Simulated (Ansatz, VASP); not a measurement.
## Pt: VASP beside Ansatz

Contents of INCAR:

```
PREC = Accurate
ENCUT = 600
EDIFF = 1E-6
ISMEAR = -1
SIGMA = 0.1
LREAL = F
LASPH = T
NELM = 60
ALGO = Normal
ISIF = 3
LWAVE = F
LCHARG = F
GGA = B5
ALDAX = 1.0
AGGAX = 1.0
AGGAC = 1.0
ALDAC = 0.0
IBRION = 2
NSW = 80
EDIFFG = -0.01
```

The input KPOINTS:

```
Automatic mesh
0
Gamma
  5 5 5
```

POSCAR

```
Pt
1.0
    4.9427962708      0.0000000000      0.0000000000
    0.0000000000      4.9427962708      0.0000000000
    0.0000000000      0.0000000000      4.9427962708
Pt
8
Direct
    0.0000000000      0.0000000000      0.0000000000
    0.5000000000      0.5000000000      0.5000000000
    0.2500000000      0.0000000000      0.5000000000
    0.7500000000      0.0000000000      0.5000000000
    0.5000000000      0.2500000000      0.0000000000
    0.5000000000      0.7500000000      0.0000000000
    0.0000000000      0.5000000000      0.2500000000
    0.0000000000      0.5000000000      0.7500000000
```

Input for Ansatz:

```yaml
crystal:
  lattice:
    - [4.9427962708, 0.0, 0.0]
    - [0.0, 4.9427962708, 0.0]
    - [0.0, 0.0, 4.9427962708]
  atoms:
    - { symbol: Pt, position: [0.0, 0.0, 0.0] }
    - { symbol: Pt, position: [0.5, 0.5, 0.5] }
    - { symbol: Pt, position: [0.25, 0.0, 0.5] }
    - { symbol: Pt, position: [0.75, 0.0, 0.5] }
    - { symbol: Pt, position: [0.5, 0.25, 0.0] }
    - { symbol: Pt, position: [0.5, 0.75, 0.0] }
    - { symbol: Pt, position: [0.0, 0.5, 0.25] }
    - { symbol: Pt, position: [0.0, 0.5, 0.75] }
hamiltonian:
  xc: blyp
  pseudopotentials:
    kind: paw
    azcp:
      Pt: "pseudopotentials/Pt.paw.azcp"
basis:
  ecutwfc: 420
  fft_grid_basis: typed
kpoints:
  mp_grid: { grid: [5, 5, 5], shift: [0, 0, 0] }
magnetization:
  spin_polarized: false
scf:
  occupations: { method: fermi_dirac, width: 0.1 }
relax:
  max_steps: 60
  f_tol: 0.01
  cell: {}
```

Alike in both runs: task relaxation of cell and atoms; functional BLYP; k mesh 5 × 5 × 5; occupations fermi-dirac, width 0.1 eV; no spin polarisation.

|  | VASP | Ansatz |
| --- | --- | --- |
| version | VASP 6.6.1 | Ansatz 0.2.0 |
| potentials or method | VASP PAW PBE potentials, release 64 (Pt), cutoff 600 eV | plane waves (420 eV) with PAW, scalar-relativistic |
| valence electrons in the cell | 80 | 144 |

Ansatz gave:

```
relaxed volume (Å³/atom)                                     : 17.29
relaxed cell length with the largest relative difference (Å) : 5.172
```

Question: Estimate VASP's values.

Answer: Relaxed volume (Å³/atom): 17.37; relaxed cell length with the largest relative difference (Å): 5.180.

VASP's potentials were made for PBE, not for BLYP. VASP's potentials hold 80 valence electrons a cell and Ansatz's 144, so a difference there can come from the potentials and not from the codes.

Neither program's run includes spin-orbit coupling. Noted on VASP's run: the volume moved by over 15 % at a fixed basis, so the end points are rough.
